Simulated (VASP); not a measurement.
# MoS2 (R-3m) in VASP: density of states with PBEsol

Aim: the density of states of MoS2 with PBEsol.

All numbers are computed with VASP 6.6.1; they aren't measurements. Logs are shortened: lines on timing, memory, paths and dates and some standing lists are left out, and cuts for length are marked.

## (1) The cell of the first run

Symmetry: R-3m, No. 166, trigonal system. The conventional cell has a = 3.171 Å, b = 3.171 Å, c = 18.345 Å, α = 90.00°, β = 90.00°, γ = 120.00°. Within 3.2 Å of Mo (site symmetry -3m) lie 6 S at 2.39 Å and 6 Mo at 3.17 Å. S (site symmetry 3m) has 3 Mo at 2.39 Å and 6 S at 3.17 Å within 3.2 Å.

## (2) Density of states, PBEsol

Input file POSCAR:

```
MoS2
1.0
    1.5855000000      0.9153888518      6.1149966667
   -1.5855000000      0.9153888518      6.1149966667
    0.0000000000     -1.8307777036      6.1149966667
Mo S
1 2
Direct
    0.0000000000      0.0000000000      0.0000000000
    0.2500000000      0.2500000000      0.2500000000
    0.7500000000      0.7500000000      0.7500000000
```

Input file INCAR.step1:

```
SYSTEM = MoS2
PREC = Accurate ; ENCUT = 520
EDIFF = 1E-6 ; ISMEAR = -1
SIGMA = 0.05 ; LREAL = .FALSE.
LASPH = .TRUE. ; NELM = 80
ALGO = Normal ; ISIF = 2
LWAVE = .FALSE. ; LCHARG = .TRUE.
LMAXMIX = 4 ; GGA = PS
NBANDS = 20
```

Input file KPOINTS.step1:

```
Automatic mesh
0
G
  6 6 6
  0 0 0
```

Input file INCAR.step2:

```
SYSTEM = MoS2
PREC = Accurate ; ENCUT = 520
EDIFF = 1E-6 ; ISMEAR = -5
SIGMA = 0.05 ; LREAL = .FALSE.
LASPH = .TRUE. ; NELM = 80
ALGO = Normal ; ISIF = 2
LWAVE = .FALSE. ; LCHARG = .FALSE.
LMAXMIX = 4 ; GGA = PS
LORBIT = 11 ; NBANDS = 20
NEDOS = 2001 ; ICHARG = 11
```

Input file KPOINTS.step2:

```
Automatic mesh
0
G
  9 9 9
  0 0 0
```

Potentials or basis: VASP PAW PBE potentials, release 64 (Mo_sv, S).

The run is started by

```console
cat potpaw_PBE.64/Mo_sv/POTCAR potpaw_PBE.64/S/POTCAR > POTCAR
cp INCAR.step1 INCAR
cp KPOINTS.step1 KPOINTS
mpirun -np 1 vasp_std > vasp.out
cp INCAR.step2 INCAR
cp KPOINTS.step2 KPOINTS
mpirun -np 1 vasp_std > vasp.out
```

OUTCAR:

```text
SYSTEM = MoS2
   PREC = Accurate
   ENCUT = 520
   EDIFF = 1E-6
   ISMEAR = -5
   LREAL = .FALSE.
   LASPH = .TRUE.
   NELM = 80
   ISIF = 2
   GGA = PS
   LORBIT = 11
   ICHARG = 11

 ion  position               nearest neighbor table
   1  0.000  0.000  0.000-   3 2.39   2 2.39   3 2.39   3 2.39   2 2.39   2 2.39
   2  0.250  0.250  0.250-   1 2.39   1 2.39   1 2.39
   3  0.750  0.750  0.750-   1 2.39   1 2.39   1 2.39

  LATTYP: Found a trigonal (rhomboedric) cell.
 ALAT       =     6.3831756386
 COS(alpha) =     0.8766074614

  Lattice vectors:

 A1 = (   1.5855000000,   0.9153888518,   6.1149966667)
 A2 = (  -1.5855000000,   0.9153888518,   6.1149966667)
 A3 = (   0.0000000000,  -1.8307777036,   6.1149966667)

Analysis of symmetry for initial positions (statically):
=====================================================================
 Subroutine PRICEL returns:
 Original cell was already a primitive cell.

 Routine SETGRP: Setting up the symmetry group for a
 trigonal (rhombohedral) supercell.

 Subroutine GETGRP returns: Found 12 space group operations
 (whereof 12 operations were pure point group operations)
 out of a pool of 12 trial point group operations.

The static configuration has the point symmetry D_3d.

Analysis of symmetry for dynamics (positions and initial velocities):
=====================================================================
 Subroutine PRICEL returns:
 Original cell was already a primitive cell.

 Routine SETGRP: Setting up the symmetry group for a
 trigonal (rhombohedral) supercell.

 Subroutine GETGRP returns: Found 12 space group operations
 (whereof 12 operations were pure point group operations)
 out of a pool of 12 trial point group operations.

The dynamic configuration has the point symmetry D_3d.

 Subroutine INISYM returns: Found 12 space group operations
 (whereof 12 operations are pure point group operations),
 and found     1 'primitive' translations

----------------------------------------------------------------------------------------

                                     Primitive cell

  volume of cell :      53.2500

  direct lattice vectors                    reciprocal lattice vectors
     1.585500000  0.915388852  6.114996667     0.315357931  0.182071986  0.054510796
    -1.585500000  0.915388852  6.114996667    -0.315357931  0.182071986  0.054510796
     0.000000000 -1.830777704  6.114996667     0.000000000 -0.364143973  0.054510796

  length of vectors
     6.383175639  6.383175639  6.383175639     0.368201385  0.368201385  0.368201385

  position of ions in fractional coordinates (direct lattice)
     0.000000000  0.000000000  0.000000000
     0.250000000  0.250000000  0.250000000
     0.750000000  0.750000000  0.750000000

  ion indices of the primitive-cell ions
   primitive index   ion index
                 1           1
                 2           2
                 3           3

----------------------------------------------------------------------------------------

 KPOINTS: Automatic mesh

Automatic generation of k-mesh.
 Grid dimensions read from file:
 generate k-points for:    9    9    9

 Generating k-lattice:

  Cartesian coordinates                     Fractional coordinates (reciprocal lattice)
     0.035039770  0.020230221  0.006056755     0.111111111  0.000000000  0.000000000
    -0.035039770  0.020230221  0.006056755     0.000000000  0.111111111  0.000000000
     0.000000000 -0.040460441  0.006056755     0.000000000  0.000000000  0.111111111

  Length of vectors
     0.040911265  0.040911265  0.040911265

  Shift w.r.t. Gamma in fractional coordinates (k-lattice)
     0.000000000  0.000000000  0.000000000

 TETIRR: Found    369 inequivalent tetrahedra from     4374

 Subroutine IBZKPT returns following result:
 ===========================================

 Found     85 irreducible k-points:

 Following reciprocal coordinates:
            Coordinates               Weight
  0.000000  0.000000  0.000000      1.000000
  0.111111  0.000000  0.000000      6.000000
  0.222222 -0.000000  0.000000      6.000000
  0.333333  0.000000  0.000000      6.000000
  0.444444 -0.000000  0.000000      6.000000
  0.111111  0.111111  0.000000      6.000000
[... 16 lines left out ...]
 -0.333333  0.333333  0.000000      6.000000
  0.444444  0.444444 -0.000000      6.000000
 [... further k-points ...]
   k-points           NKPTS =     85   k-points in BZ     NKDIM =     85   number of bands    NBANDS=     20
   number of dos      NEDOS =   2001   number of ions     NIONS =      3
   total plane-waves  NPLWV = 110592
   dimension x,y,z NGX =    48 NGY =   48 NGZ =   48
   dimension x,y,z NGXF=    96 NGYF=   96 NGZF=   96
   ions per type =               1   2
   NGX,Y,Z   is equivalent  to a cutoff of  12.50, 12.50, 12.50 a.u.
   NGXF,Y,Z  is equivalent  to a cutoff of  25.00, 25.00, 25.00 a.u.
 SYSTEM =  MoS2
   PREC   = accura    normal or accurate (medium, high low for compatibility)
   ISTART =      0    job   : 0-new  1-cont  2-samecut
   ICHARG =     11    charge: 1-file 2-atom 10-const
   ISPIN  =      1    spin polarized calculation?
   LNONCOLLINEAR =      F non collinear calculations
   LSORBIT =      F    spin-orbit coupling
   LASPH  =      T    aspherical Exc in radial PAW
   ENCUT  =  520.0 eV  38.22 Ry    6.18 a.u.  11.87 11.87 11.87*2*pi/ulx,y,z
   NELM   =     80;   NELMIN=  2; NELMDL=  0     # of ELM steps
   EDIFF  = 0.1E-05   stopping-criterion for ELM
   LREAL  =      F    real-space projection
   EDIFFG = 0.1E-04   stopping-criterion for IOM
   NSW    =      0    number of steps for IOM
   IBRION =     -1    ionic relax: 0-MD 1-quasi-New 2-CG
   NFREE  =      0    steps in history (QN), initial steepest desc. (CG)
   ISIF   =      2    stress and relaxation
   ISYM   =      2    0-nonsym 1-usesym 2-fastsym
   POTIM  = 0.5000    time-step for ionic-motion
   TEBEG  =    0.0;   TEEND  =   0.0 temperature during run
   PSTRESS=    0.0 pullay stress
   NELECT =      26.0000    total number of electrons
   NUPDOWN=      -1.0000    fix difference up-down
   EMIN   =  10.00;   EMAX   =-10.00  energy-range for DOS
   EFERMI =   0.00;   METHOD = LEGACY
   ISMEAR =    -5;   SIGMA  =   0.05  broadening in eV -4-tet -1-fermi 0-gaus
   EFERMI_NEDOS =   21; number of points for ismear=-14 and -15
   IALGO  =     38    algorithm
   IMIX   =      4    mixing-type and parameters
     AMIX     =   0.40;   BMIX     =  1.00
     AMIX_MAG =   1.60;   BMIX_MAG =  1.00
  volume/ion in A,a.u.               =      17.75       119.78
  Fermi-wavevector in a.u.,A,eV,Ry     =   1.289118  2.436081 22.610522  1.661826
  Thomas-Fermi vector in A             =   2.421031
   LORBIT       =     11    0 simple, 1 ext, 2 COOP (PROOUT), +10 PAW based schemes
   GGA     = PS    functional components
   LHFCALC =     F    Hartree Fock is set to
   AEXX    =    0.0000 exact exchange contribution
   IVDW    =     0    specifies the selected vdW correction
   LEPSILON=     F    determine dielectric tensor
   LRPA    =     F    only Hartree local field effects (RPA)
 non-spin polarized calculation
 Fermi weights with tetrahedron method with Bloechl corrections
  energy-cutoff  :      520.00
  volume of cell :       53.25
 maximum number of plane-waves:      1446

 number of electron      25.9999998 magnetization

 Free energy of the ion-electron system (eV)
  ---------------------------------------------------
  ext. energy  EPLUGINS =         0.00000000
  ---------------------------------------------------
  free energy    TOTEN  =       -22.59606199 eV

  energy without entropy =      -22.59606199  energy(sigma->0) =      -22.59606199

 E-fermi :   7.7140     XC(G=0): -11.0024

 val. band max:        7.5360333792   @ k =  -0.1111   0.4444   0.1111
 cond. band min:       7.4840330621   @ k =   0.3333   0.3333   0.3333
 fundamental gap:     -0.0520003171
 Fermi energy:         7.7140209903

 k-point     1 :       0.0000    0.0000    0.0000
  band No.  band energies     occupation
      1     -54.0042      2.00000
      2     -28.1111      2.00000
      3     -28.0278      2.00000
      4     -28.0278      2.00000
      5      -7.4791      2.00000
      6      -5.8183      2.00000
[... 12 lines left out ...]
     19      14.3220      0.00000
     20      17.2417      0.00000

 k-point     2 :       0.1111    0.0000    0.0000
  band No.  band energies     occupation
      1     -53.9994      2.00000
      2     -28.1016      2.00000
      3     -28.0757      2.00000
      4     -28.0386      2.00000
      5      -7.2751      2.00000
      6      -5.7853      2.00000
[... 12 lines left out ...]
     19      14.9860      0.00000
     20      16.6810      0.00000

 k-point     3 :       0.2222   -0.0000    0.0000
  band No.  band energies     occupation
      1     -53.9874      2.00000
      2     -28.1958      2.00000
      3     -28.0771      2.00000
      4     -28.0661      2.00000
      5      -6.7238      2.00000
      6      -5.6823      2.00000
[... 12 lines left out ...]
     19      15.6873      0.00000
     20      16.7948      0.00000

 k-point     4 :       0.3333    0.0000    0.0000
  band No.  band energies     occupation
      1     -53.9736      2.00000
      2     -28.3295      2.00000
      3     -28.0971      2.00000
      4     -28.0493      2.00000
      5      -6.0905      2.00000
      6      -5.4270      2.00000
[... 12 lines left out ...]
     19      15.1188      0.00000
     20      16.4441      0.00000

 k-point     5 :       0.4444   -0.0000    0.0000
  band No.  band energies     occupation
      1     -53.9646      2.00000
      2     -28.4152      2.00000
      3     -28.1172      2.00000
      4     -28.0310      2.00000
      5      -5.8348      2.00000
      6      -4.9455      2.00000
[... 12 lines left out ...]
     19      14.7984      0.00000
     20      14.9494      0.00000

 k-point     6 :       0.1111    0.1111    0.0000
  band No.  band energies     occupation
      1     -53.9994      2.00000
      2     -28.1016      2.00000
      3     -28.0757      2.00000
      4     -28.0386      2.00000
      5      -7.2663      2.00000
      6      -5.8007      2.00000
[... 12 lines left out ...]
     19      15.0418      0.00000
     20      16.7119      0.00000

 k-point     7 :       0.2222    0.1111    0.0000
  band No.  band energies     occupation
      1     -53.9910      2.00000
      2     -28.1553      2.00000
      3     -28.0850      2.00000
      4     -28.0618      2.00000
      5      -6.8768      2.00000
      6      -5.7464      2.00000
[... 12 lines left out ...]
     19      15.9048      0.00000
     20      16.6264      0.00000
[... 277 lines left out ...]
 k-point    20 :       0.3333    0.3333    0.0000
  band No.  band energies     occupation
      1     -53.9736      2.00000
      2     -28.3295      2.00000
      3     -28.0971      2.00000
      4     -28.0493      2.00000
      5      -5.9334      2.00000
      6      -5.6149      2.00000
[... 12 lines left out ...]
     19      14.4916      0.00000
     20      15.6465      0.00000

 k-point    21 :       0.4444    0.3333    0.0000
  band No.  band energies     occupation
      1     -53.9667      2.00000
      2     -28.3724      2.00000
      3     -28.1364      2.00000
      4     -28.0353      2.00000
      5      -5.6678      2.00000
      6      -5.3480      2.00000
[... 12 lines left out ...]
     19      14.3647      0.00000
     20      16.1201      0.00000

 k-point    22 :      -0.4444    0.3333    0.0000
  band No.  band energies     occupation
      1     -53.9607      2.00000
      2     -28.3653      2.00000
      3     -28.2168      2.00000
      4     -28.0232      2.00000
      5      -5.3999      2.00000
      6      -5.1128      2.00000
[... 12 lines left out ...]
     19      14.6951      0.00000
     20      16.2136      0.00000

 k-point    23 :      -0.3333    0.3333    0.0000
  band No.  band energies     occupation
      1     -53.9583      2.00000
      2     -28.3056      2.00000
      3     -28.3056      2.00000
      4     -28.0184      2.00000
      5      -5.1578      2.00000
      6      -5.1576      2.00000
[... 12 lines left out ...]
     19      15.9954      0.00000
     20      16.1141      0.00000

 k-point    24 :       0.4444    0.4444   -0.0000
  band No.  band energies     occupation
      1     -53.9646      2.00000
      2     -28.4152      2.00000
      3     -28.1172      2.00000
      4     -28.0310      2.00000
      5      -5.7350      2.00000
      6      -5.0720      2.00000
[... 12 lines left out ...]
     19      13.5503      0.00000
     20      15.4402      0.00000

 [... further k-points ...]
[... 5 lines left out ...]
  --------------------------------------------------------------------------------------
  -------------------------------------------------------------------------------------
  Total        0.4906403      0.4906403      2.4970302      0.0000000      0.0000000      0.0000000
  in kB       14.7623142     14.7623142     75.1302843      0.0000000      0.0000000      0.0000000
  external PRESSURE =      34.8849709 kB  Pullay stress =       0.0000000 kB

 VOLUME and BASIS-vectors are now :
 -----------------------------------------------------------------------------
  energy-cutoff  :      520.00
  volume of cell :       53.25
      direct lattice vectors                 reciprocal lattice vectors
     1.585500000  0.915388852  6.114996667     0.315357931  0.182071986  0.054510796
    -1.585500000  0.915388852  6.114996667    -0.315357931  0.182071986  0.054510796
     0.000000000 -1.830777704  6.114996667     0.000000000 -0.364143973  0.054510796

 POSITION                                       TOTAL-FORCE (eV/Angst)
 -----------------------------------------------------------------------------------
      0.00000      0.00000      0.00000         0.000000     -0.000000     -0.000000
      0.00000      0.00000      4.58625         0.000000      0.000000     -0.734681
      0.00000      0.00000     13.75874         0.000000     -0.000000      0.734681
 -----------------------------------------------------------------------------------
    total drift:                               -0.000000      0.000000      0.000000

  FREE ENERGIE OF THE ION-ELECTRON SYSTEM (eV)
  ---------------------------------------------------
  free  energy   TOTEN  =       -22.5960619928 eV

  energy  without entropy=      -22.5960619928  energy(sigma->0) =      -22.59606199

 total charge

# of ion       s       p       d       tot
------------------------------------------
    1        2.308   6.234   3.989  12.531
    2        1.360   2.314   0.000   3.673
    3        1.360   2.314   0.000   3.673
--------------------------------------------------
tot          5.027  10.862   3.989  19.878
```

Run time: 1.8 min. Hardware: 1 thread of Intel Xeon 6975P-C (Granite Rapids), shared host; peak memory 0.34 GiB.

What came out:

- Valence electrons inside the program's atomic spheres: Mo 12.53; S 3.67

Caveat: the k points lie up to 0.39 Å⁻¹ apart; the PAW data sets were made with another functional, which shifts forces and pressure a little; tetrahedron occupations give inexact forces and stress in metals.
